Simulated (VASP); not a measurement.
Write the native input for VASP 6.6.1 that does the following.

```yaml
Task: single point
Functional: PBE
Potentials_or_basis: VASP PAW PBE potentials, release 64 (Zn, F)
Cutoff: 520 eV
k_mesh: 16 × 16 × 16
Occupations: gaussian, width 0.1 eV
Spin: no spin polarisation
Dipole_correction: no
Further_INCAR_settings: ALGO = Normal; EDIFF = 1e-07; NBANDS = 30
```

The structure of Zn3F lies in POSCAR:

```
Zn3F
1.0
   -1.8718415574      1.8718415574      4.2415279928
    1.8718415574     -1.8718415574      4.2415279928
    1.8718415574      1.8718415574     -4.2415279928
Zn F
3 1
Direct
    0.5000000000      0.5000000000      0.0000000000
    0.7500000000      0.2500000000      0.5000000000
    0.2500000000      0.7500000000      0.5000000000
    0.0000000000      0.0000000000      0.0000000000
```

The cell was generated, and may not be a known phase.

The input as run:

INCAR

```
SYSTEM = Zn3F
ALGO = Normal ; EDIFF = 1E-7
ENCUT = 520 ; GGA = PE
ISIF = 2 ; ISMEAR = 0
LASPH = .True. ; LCHARG = .True.
LELF = .True. ; LREAL = .False.
LVHAR = .True. ; LWAVE = .False.
NBANDS = 30 ; NELM = 100
PREC = Accurate ; SIGMA = 0.1
```

KPOINTS

```
k-points
0
Gamma
  16 16 16
  0 0 0
```

Potentials or basis: VASP PAW PBE potentials, release 64 (Zn, F).

Command:

```console
$ cat potpaw_PBE.64/Zn/POTCAR potpaw_PBE.64/F/POTCAR > POTCAR
$ mpirun -np 1 vasp_std > vasp.out
```

It gave:

```json
{"Pressure": "0.1 GPa", "Band gap on the k mesh": "zero (an odd number of electrons rules out a gap without spin polarisation)"}
```

Caveat: an odd number of electrons without spin polarisation forces a metal; a magnetic or distorted state may lie lower.

Wall time 24 min on 1 thread of Intel Xeon 8259CL, with other jobs on the host, peak memory 0.61 GiB.
